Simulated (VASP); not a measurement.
# GaP (F-43m) in VASP: notebook, part 2 of 2

VASP 6.6.1. Earlier steps stand in the parts before.

## 4. Single point, LDA

This run uses another cell than the first one, of 19.70 Å³/atom, 1.058 times its volume.

Input file INCAR:

```
SYSTEM = GaP
ALGO = Normal ; EDIFF = 1E-7
ENCUT = 520 ; ISIF = 2
ISMEAR = -1 ; LASPH = .TRUE.
LCHARG = .FALSE. ; LREAL = .FALSE.
LWAVE = .FALSE. ; NBANDS = 16
NELM = 60 ; PREC = Accurate
SIGMA = 0.05
```

Input file KPOINTS:

```
k-points
0
G
  6 6 6
  0 0 0
```

Input file POSCAR:

```
GaP
1.0
    0.0000000000      2.7008069793      2.7008069793
    2.7008069793      0.0000000000      2.7008069793
    2.7008069793      2.7008069793      0.0000000000
Ga P
1 1
Direct
    0.0000000000      0.0000000000      0.0000000000
    0.2500000000      0.2500000000      0.2500000000
```

Potentials or basis: VASP PAW LDA potentials, release 64 (Ga_d, P).

Started as:

```
cat potpaw_LDA.64/Ga_d/POTCAR potpaw_LDA.64/P/POTCAR > POTCAR
mpirun -np 1 vasp_std > vasp.out
```

OUTCAR:

```text
SYSTEM = GaP
   EDIFF = 1E-7
   ENCUT = 520
   ISIF = 2
   ISMEAR = -1
   LASPH = .TRUE.
   LREAL = .FALSE.
   NELM = 60
   PREC = Accurate

 ion  position               nearest neighbor table
   1  0.000  0.000  0.000-   2 2.34   2 2.34   2 2.34   2 2.34
   2  0.250  0.250  0.250-   1 2.34   1 2.34   1 2.34   1 2.34

  LATTYP: Found a face centered cubic cell.
 ALAT       =     5.4016139586

  Lattice vectors:

 A1 = (   0.0000000000,   2.7008069793,   2.7008069793)
 A2 = (   2.7008069793,   0.0000000000,   2.7008069793)
 A3 = (   2.7008069793,   2.7008069793,   0.0000000000)

Analysis of symmetry for initial positions (statically):
=====================================================================
 Subroutine PRICEL returns:
 Original cell was already a primitive cell.

 Routine SETGRP: Setting up the symmetry group for a
 face centered cubic supercell.

 Subroutine GETGRP returns: Found 24 space group operations
 (whereof 24 operations were pure point group operations)
 out of a pool of 48 trial point group operations.

The static configuration has the point symmetry T_d .

Analysis of symmetry for dynamics (positions and initial velocities):
=====================================================================
 Subroutine PRICEL returns:
 Original cell was already a primitive cell.

 Routine SETGRP: Setting up the symmetry group for a
 face centered cubic supercell.

 Subroutine GETGRP returns: Found 24 space group operations
 (whereof 24 operations were pure point group operations)
 out of a pool of 48 trial point group operations.

The dynamic configuration has the point symmetry T_d .

 Subroutine INISYM returns: Found 24 space group operations
 (whereof 24 operations are pure point group operations),
 and found     1 'primitive' translations

----------------------------------------------------------------------------------------

                                     Primitive cell

  volume of cell :      39.4013

  direct lattice vectors                    reciprocal lattice vectors
     0.000000000  2.700806979  2.700806979    -0.185129853  0.185129853  0.185129853
     2.700806979  0.000000000  2.700806979     0.185129853 -0.185129853  0.185129853
     2.700806979  2.700806979  0.000000000     0.185129853  0.185129853 -0.185129853

  length of vectors
     3.819517859  3.819517859  3.819517859     0.320654312  0.320654312  0.320654312

  position of ions in fractional coordinates (direct lattice)
     0.000000000  0.000000000  0.000000000
     0.250000000  0.250000000  0.250000000

  ion indices of the primitive-cell ions
   primitive index   ion index
                 1           1
                 2           2

----------------------------------------------------------------------------------------

 KPOINTS: k-points

Automatic generation of k-mesh.
 Grid dimensions read from file:
 generate k-points for:    6    6    6

 Generating k-lattice:

  Cartesian coordinates                     Fractional coordinates (reciprocal lattice)
    -0.030854976  0.030854976  0.030854976     0.166666667  0.000000000  0.000000000
     0.030854976 -0.030854976  0.030854976     0.000000000  0.166666667  0.000000000
     0.030854976  0.030854976 -0.030854976     0.000000000  0.000000000  0.166666667

  Length of vectors
     0.053442385  0.053442385  0.053442385

  Shift w.r.t. Gamma in fractional coordinates (k-lattice)
     0.000000000  0.000000000  0.000000000

 Subroutine IBZKPT returns following result:
 ===========================================

 Found     16 irreducible k-points:

 Following reciprocal coordinates:
            Coordinates               Weight
  0.000000  0.000000  0.000000      1.000000
  0.166667  0.000000  0.000000      8.000000
  0.333333  0.000000  0.000000      8.000000
  0.500000  0.000000  0.000000      4.000000
  0.166667  0.166667  0.000000      6.000000
  0.333333  0.166667  0.000000     24.000000
[... 8 lines left out ...]
 -0.333333  0.333333  0.166667     24.000000
 -0.333333  0.500000  0.166667     12.000000
   k-points           NKPTS =     16   k-points in BZ     NKDIM =     16   number of bands    NBANDS=     16
   number of dos      NEDOS =    301   number of ions     NIONS =      2
   total plane-waves  NPLWV =  21952
   dimension x,y,z NGX =    28 NGY =   28 NGZ =   28
   dimension x,y,z NGXF=    56 NGYF=   56 NGZF=   56
   ions per type =               1   1
   NGX,Y,Z   is equivalent  to a cutoff of  12.19, 12.19, 12.19 a.u.
   NGXF,Y,Z  is equivalent  to a cutoff of  24.37, 24.37, 24.37 a.u.
 SYSTEM =  GaP
   PREC   = accura    normal or accurate (medium, high low for compatibility)
   ISTART =      0    job   : 0-new  1-cont  2-samecut
   ICHARG =      2    charge: 1-file 2-atom 10-const
   ISPIN  =      1    spin polarized calculation?
   LNONCOLLINEAR =      F non collinear calculations
   LSORBIT =      F    spin-orbit coupling
   LASPH  =      T    aspherical Exc in radial PAW
   ENCUT  =  520.0 eV  38.22 Ry    6.18 a.u.   7.10  7.10  7.10*2*pi/ulx,y,z
   NELM   =     60;   NELMIN=  2; NELMDL= -5     # of ELM steps
   EDIFF  = 0.1E-06   stopping-criterion for ELM
   LREAL  =      F    real-space projection
   EDIFFG = 0.1E-05   stopping-criterion for IOM
   NSW    =      0    number of steps for IOM
   IBRION =     -1    ionic relax: 0-MD 1-quasi-New 2-CG
   NFREE  =      0    steps in history (QN), initial steepest desc. (CG)
   ISIF   =      2    stress and relaxation
   ISYM   =      2    0-nonsym 1-usesym 2-fastsym
   POTIM  = 0.5000    time-step for ionic-motion
   TEBEG  =    0.0;   TEEND  =   0.0 temperature during run
   PSTRESS=    0.0 pullay stress
   NELECT =      18.0000    total number of electrons
   NUPDOWN=      -1.0000    fix difference up-down
   EMIN   =  10.00;   EMAX   =-10.00  energy-range for DOS
   EFERMI =   0.00;   METHOD = LEGACY
   ISMEAR =    -1;   SIGMA  =   0.05  broadening in eV -4-tet -1-fermi 0-gaus
   EFERMI_NEDOS =   21; number of points for ismear=-14 and -15
   IALGO  =     38    algorithm
   IMIX   =      4    mixing-type and parameters
     AMIX     =   0.40;   BMIX     =  1.00
     AMIX_MAG =   1.60;   BMIX_MAG =  1.00
  volume/ion in A,a.u.               =      19.70       132.95
  Fermi-wavevector in a.u.,A,eV,Ry     =   1.260846  2.382654 21.629633  1.589733
  Thomas-Fermi vector in A             =   2.394335
   LORBIT       =      0    0 simple, 1 ext, 2 COOP (PROOUT), +10 PAW based schemes
   GGA     = CA    functional components
   LHFCALC =     F    Hartree Fock is set to
   AEXX    =    0.0000 exact exchange contribution
   IVDW    =     0    specifies the selected vdW correction
   LEPSILON=     F    determine dielectric tensor
   LRPA    =     F    only Hartree local field effects (RPA)
 non-spin polarized calculation
  energy-cutoff  :      520.00
  volume of cell :       39.40
 maximum number of plane-waves:      1068
   NGX = 15   NGY = 15   NGZ = 15

 number of electron      18.0000003 magnetization

 Free energy of the ion-electron system (eV)
  ---------------------------------------------------
  ext. energy  EPLUGINS =         0.00000000
  ---------------------------------------------------
  free energy    TOTEN  =       -10.43507177 eV

  energy without entropy =      -10.43507174  energy(sigma->0) =      -10.43507176

 E-fermi :   5.5080     XC(G=0): -10.2833

 val. band max:        4.7947357864   @ k =   0.0000   0.0000   0.0000
 cond. band min:       6.2304044552   @ k =   0.5000   0.5000   0.0000
 fundamental gap:      1.4356686687
 Fermi energy:         5.5080217843

 k-point     1 :       0.0000    0.0000    0.0000
  band No.  band energies     occupation
      1      -9.9678      2.00000
      2      -9.9678      2.00000
      3      -9.9678      2.00000
      4      -9.8615      2.00000
      5      -9.8615      2.00000
      6      -7.9229      2.00000
[... 8 lines left out ...]
     15      14.6269      0.00000
     16      14.6269      0.00000
[... 267 lines left out ...]
 k-point    16 :      -0.3333    0.5000    0.1667
  band No.  band energies     occupation
      1     -10.0737      2.00000
      2      -9.9190      2.00000
      3      -9.9035      2.00000
      4      -9.8841      2.00000
      5      -9.8473      2.00000
      6      -4.7123      2.00000
[... 8 lines left out ...]
     15      16.7751      0.00000
     16      18.5712      0.00000

------------------------ aborting loop because EDIFF is reached ----------------------------------------

  FORCE on cell =-STRESS in cart. coord.  units (eV):
  Direction    XX          YY          ZZ          XY          YZ          ZX
  --------------------------------------------------------------------------------------
  -------------------------------------------------------------------------------------
  Total       -0.0897403     -0.0897403     -0.0897403      0.0000000      0.0000000     -0.0000000
  in kB       -3.6491160     -3.6491160     -3.6491160      0.0000000      0.0000000     -0.0000000
  external PRESSURE =      -3.6491160 kB  Pullay stress =       0.0000000 kB

 VOLUME and BASIS-vectors are now :
 -----------------------------------------------------------------------------
  energy-cutoff  :      520.00
  volume of cell :       39.40
      direct lattice vectors                 reciprocal lattice vectors
     0.000000000  2.700806979  2.700806979    -0.185129853  0.185129853  0.185129853
     2.700806979  0.000000000  2.700806979     0.185129853 -0.185129853  0.185129853
     2.700806979  2.700806979  0.000000000     0.185129853  0.185129853 -0.185129853

 POSITION                                       TOTAL-FORCE (eV/Angst)
 -----------------------------------------------------------------------------------
      0.00000      0.00000      0.00000        -0.000000     -0.000000     -0.000000
      1.35040      1.35040      1.35040         0.000000      0.000000      0.000000
 -----------------------------------------------------------------------------------
    total drift:                                0.000000      0.000000      0.000000

  FREE ENERGIE OF THE ION-ELECTRON SYSTEM (eV)
  ---------------------------------------------------
  free  energy   TOTEN  =       -10.4350717713 eV

  energy  without entropy=      -10.4350717435  energy(sigma->0) =      -10.43507176
```

It took 8.8 s on 1 thread of Intel Xeon Platinum 8488C (Sapphire Rapids), shared host; peak memory 0.14 GiB.

Results:

```
Free energy            : -10.4351 eV
Pressure               : -0.4 GPa
Band gap on the k mesh : 1.44 eV, indirect (least direct gap 1.86 eV)
```

## 5. Single point, LDA

This run uses another cell than the first one, of 20.24 Å³/atom, 1.087 times its volume.

Input file INCAR:

```
SYSTEM = GaP
ALGO = Normal
EDIFF = 1E-6
ENCUT = 520
ISIF = 2
ISMEAR = -1
LASPH = .TRUE.
LCHARG = .FALSE.
LREAL = .FALSE.
LWAVE = .FALSE.
NBANDS = 16
NELM = 60
PREC = Accurate
SIGMA = 0.05
```

KPOINTS is that of step 4.

Input file POSCAR:

```
GaP
1.0
    0.0000000000      2.7252500000      2.7252500000
    2.7252500000      0.0000000000      2.7252500000
    2.7252500000      2.7252500000      0.0000000000
Ga P
1 1
Direct
    0.0000000000      0.0000000000      0.0000000000
    0.2500000000      0.2500000000      0.2500000000
```

Started as:

```
cat potpaw_LDA.64/Ga_d/POTCAR potpaw_LDA.64/P/POTCAR > POTCAR
mpirun -np 1 vasp_std > vasp.out
```

Run time: 12 s. Hardware: 1 thread of Intel Xeon Platinum 8488C (Sapphire Rapids), shared host; peak memory 0.14 GiB.

It converged, with:

```
Free energy            : -10.4249 eV
Pressure               : -2.7 GPa
Band gap on the k mesh : 1.49 eV, indirect (least direct gap 1.63 eV)
```

Levels at points of the mesh, in eV from the valence-band top:
```csv
k point,band 6,band 7,band 8,band 9,band 10,band 11,band 12,band 13
"(0.00, 0.00, 0.00)",-12.51,0.00,0.00,0.00,1.63,3.79,3.79,3.79
"(0.50, 0.00, 0.00)",-10.43,-6.71,-1.13,-1.13,1.51,4.63,4.63,8.04
"(0.50, 0.50, 0.00)",-9.51,-6.84,-2.71,-2.71,1.49,1.68,10.45,10.45
```

## 6. Single point, LDA

This run uses another cell than the first one, of 20.78 Å³/atom, 1.116 times its volume.

Input file INCAR:

```
SYSTEM = GaP
PREC = Accurate
ENCUT = 520
EDIFF = 1E-6
ISMEAR = -1
SIGMA = 0.05
LREAL = .FALSE.
LASPH = .TRUE.
NELM = 60
ALGO = Normal
ISIF = 2
LWAVE = .FALSE.
LCHARG = .FALSE.
NBANDS = 16
```

Input file KPOINTS:

```
regular mesh
0
G
  6 6 6
  0 0 0
```

Input file POSCAR:

```
GaP
1.0
    0.0000000000      2.7492622505      2.7492622505
    2.7492622505      0.0000000000      2.7492622505
    2.7492622505      2.7492622505      0.0000000000
Ga P
1 1
Direct
    0.0000000000      0.0000000000      0.0000000000
    0.2500000000      0.2500000000      0.2500000000
```

Potentials or basis: VASP PAW LDA potentials, release 64 (Ga_d, P).

Started as:

```
cat potpaw_LDA.64/Ga_d/POTCAR potpaw_LDA.64/P/POTCAR > POTCAR
mpirun -np 1 vasp_std > vasp.out
```

OUTCAR:

```text
SYSTEM = GaP
   PREC = Accurate
   ENCUT = 520
   EDIFF = 1E-6
   ISMEAR = -1
   LREAL = .FALSE.
   LASPH = .TRUE.
   NELM = 60
   ISIF = 2

 ion  position               nearest neighbor table
   1  0.000  0.000  0.000-   2 2.38   2 2.38   2 2.38   2 2.38
   2  0.250  0.250  0.250-   1 2.38   1 2.38   1 2.38   1 2.38

  LATTYP: Found a face centered cubic cell.
 ALAT       =     5.4985245010

  Lattice vectors:

 A1 = (   0.0000000000,   2.7492622505,   2.7492622505)
[... 478 lines left out ...]

------------------------ aborting loop because EDIFF is reached ----------------------------------------

  FORCE on cell =-STRESS in cart. coord.  units (eV):
  Direction    XX          YY          ZZ          XY          YZ          ZX
  --------------------------------------------------------------------------------------
  -------------------------------------------------------------------------------------
  Total       -1.1903626     -1.1903626     -1.1903626      0.0000000      0.0000000     -0.0000000
  in kB      -45.8892928    -45.8892928    -45.8892928      0.0000000      0.0000000     -0.0000000
  external PRESSURE =     -45.8892928 kB  Pullay stress =       0.0000000 kB

 VOLUME and BASIS-vectors are now :
 -----------------------------------------------------------------------------
  energy-cutoff  :      520.00
  volume of cell :       41.56
      direct lattice vectors                 reciprocal lattice vectors
     0.000000000  2.749262251  2.749262251    -0.181866972  0.181866972  0.181866972
     2.749262251  0.000000000  2.749262251     0.181866972 -0.181866972  0.181866972
     2.749262251  2.749262251  0.000000000     0.181866972  0.181866972 -0.181866972

 POSITION                                       TOTAL-FORCE (eV/Angst)
 -----------------------------------------------------------------------------------
      0.00000      0.00000      0.00000        -0.000000     -0.000000     -0.000000
      1.37463      1.37463      1.37463         0.000000      0.000000      0.000000
 -----------------------------------------------------------------------------------
    total drift:                                0.000000      0.000000      0.000000

  FREE ENERGIE OF THE ION-ELECTRON SYSTEM (eV)
  ---------------------------------------------------
  free  energy   TOTEN  =       -10.4006113861 eV

  energy  without entropy=      -10.4006113494  energy(sigma->0) =      -10.40061137
```

OSZICAR:

```text
N       E                     dE             d eps       ncg     rms          rms(c)
DAV:   1     0.824241108557E+02    0.82424E+02   -0.92342E+03   520   0.156E+03
DAV:   2    -0.424431329218E+01   -0.86668E+02   -0.82840E+02   600   0.318E+02
DAV:   3    -0.106029154704E+02   -0.63586E+01   -0.63379E+01   608   0.669E+01
DAV:   4    -0.107118260857E+02   -0.10891E+00   -0.10888E+00   696   0.942E+00
DAV:   5    -0.107137330955E+02   -0.19070E-02   -0.19070E-02   576   0.105E+00    0.418E+00
DAV:   6    -0.104505721951E+02    0.26316E+00   -0.35911E-01   808   0.994E+00    0.268E+00
DAV:   7    -0.104055432273E+02    0.45029E-01   -0.78029E-02   672   0.190E+00    0.102E+00
DAV:   8    -0.104006263783E+02    0.49168E-02   -0.11003E-02   600   0.115E+00    0.169E-01
DAV:   9    -0.104006007142E+02    0.25664E-04   -0.98008E-04   776   0.416E-01    0.657E-02
DAV:  10    -0.104006048912E+02   -0.41770E-05   -0.51342E-05   680   0.758E-02    0.295E-02
DAV:  11    -0.104006116183E+02   -0.67271E-05   -0.94688E-06   640   0.466E-02    0.706E-03
DAV:  12    -0.104006113861E+02    0.23221E-06   -0.51075E-07   432   0.762E-03
   1 F= -.10400611E+02 E0= -.10400611E+02  d E =-.366580E-07
```

Run time: 12 s. Hardware: 1 thread of Intel Xeon Platinum 8488C (Sapphire Rapids), shared host; peak memory 0.14 GiB.

What came out:

| Property | Result |
| --- | --- |
| Free energy | -10.4006 eV |
| Pressure | -4.6 GPa |
| Band gap on the k mesh | 1.42 eV, direct |

Levels at points of the mesh, in eV from the valence-band top:
| k point | band 5 | band 6 | band 7 | band 8 | band 9 | band 10 | band 11 | band 12 | band 13 | band 14 |
| --- | --- | --- | --- | --- | --- | --- | --- | --- | --- | --- |
| (0.00, 0.00, 0.00) | -14.58 | -12.32 | 0.00 | 0.00 | 0.00 | 1.42 | 3.79 | 3.79 | 3.79 | 8.37 |
| (0.50, 0.00, 0.00) | -14.57 | -10.32 | -6.57 | -1.09 | -1.09 | 1.43 | 4.63 | 4.63 | 7.99 | 10.45 |
| (0.50, 0.50, 0.00) | -14.56 | -9.43 | -6.72 | -2.62 | -2.62 | 1.54 | 1.70 | 10.25 | 10.25 | 10.73 |

## 7. The runs side by side

```csv
cell,gap on the mesh (eV),pressure (GPa)
"a = 3.748 Å, angles 60.0°, 2 atoms",1.31,5.2
"a = 3.784 Å, angles 60.0°, 2 atoms",1.38,2.3
"a = 3.820 Å, angles 60.0°, 2 atoms",1.44,-0.4
"a = 3.854 Å, angles 60.0°, 2 atoms",1.49,-2.7
"a = 3.888 Å, angles 60.0°, 2 atoms",1.42,-4.6
```

Alike in all rows: task single point; level LDA; potentials or basis VASP PAW LDA potentials, release 64 (Ga_d, P); no spin polarisation; k mesh 6 × 6 × 6; cutoff (eV) 520; smearing fermi-dirac 0.05 eV.

Absolute energies hang on the potentials; compare differences alone.

## 8. Comparison with measurements

Step 3. Measured gap of GaP: 2.34 eV (indirect; 10 K; quoted in “Stacking defects in GaP nanowires: Electronic structure and optical properties”, 2018, arxiv:1810.01194). This calculation gives 1.38 eV (-0.96 eV). Spin-orbit coupling on Ga is left out. The value is that of LDA on a finite k mesh, which can miss the band edges, without temperature or zero-point motion. Semilocal functionals fall short of measured gaps as a rule.

Step 4. Against the measured gap of GaP, 2.34 eV (indirect; 10 K; quoted in “Stacking defects in GaP nanowires: Electronic structure and optical properties”, 2018, arxiv:1810.01194), the calculated 1.44 eV is off by -0.90 eV. Spin-orbit coupling on Ga is left out. The value is that of LDA on a finite k mesh, which can miss the band edges, without temperature or zero-point motion. Semilocal functionals fall short of measured gaps as a rule.

Step 5. A measured gap of GaP is 2.34 eV (indirect; 10 K; quoted in “Stacking defects in GaP nanowires: Electronic structure and optical properties”, 2018, arxiv:1810.01194); the calculated 1.49 eV misses it by -0.85 eV. Spin-orbit coupling on Ga is left out. The value is that of LDA on a finite k mesh, which can miss the band edges, without temperature or zero-point motion. Semilocal functionals fall short of measured gaps as a rule.
